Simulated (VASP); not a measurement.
**KBaI3: single point with r2SCAN**

KBaI3:

```
K Ba I
1.0
     6.71919    0.00000    0.00000
     0.00000    6.71919    0.00000
     0.00000    0.00000    6.71919
K Ba I
1 1 3
Cartesian
  0.0000 0.0000 0.0000
  3.3596 3.3596 3.3596
  3.3596 3.3596 0.0000
  3.3596 0.0000 3.3596
  0.0000 3.3596 3.3596
```

```yaml
Program: VASP 6.6.1
Task: single point
Functional: r2SCAN
Potentials_or_basis: VASP PAW PBE potentials, release 64 (K_sv, Ba_sv, I)
Cutoff: 550 eV
k_mesh: 4 × 4 × 4
Occupations: gaussian, width 0.01 eV
Spin: no spin polarisation
```

The pressure is 0.1 GPa and the band gap on the k mesh is 3.76 eV (least direct gap 3.94 eV).

Levels at points of the mesh, in eV from the valence-band top:
```
           k point  band 17  band 18  band 19  band 20  band 21  band 22  band 23  band 24
(0.00, 0.00, 0.00)    -0.40    -0.18    -0.18    -0.18     3.76     4.50     4.50     4.50
(0.50, 0.00, 0.00)    -0.65    -0.48    -0.24    -0.24     4.60     5.00     5.22     5.53
(0.50, 0.50, 0.00)    -0.60    -0.60    -0.55    -0.01     5.32     5.62     5.62     6.03
(0.50, 0.50, 0.50)    -1.22     0.00     0.00     0.00     4.54     6.14     6.14     6.14
```

Wall time 5.4 min on 1 thread of AMD EPYC 7R43 64-Core Processor (Zen 3), with other jobs on the host, peak memory 0.42 GiB.

Caveat: the PAW data sets were made with another functional, which shifts forces and pressure a little; spin-orbit coupling is left out, which moves the levels of the heavy elements. A k mesh can miss the band edges.
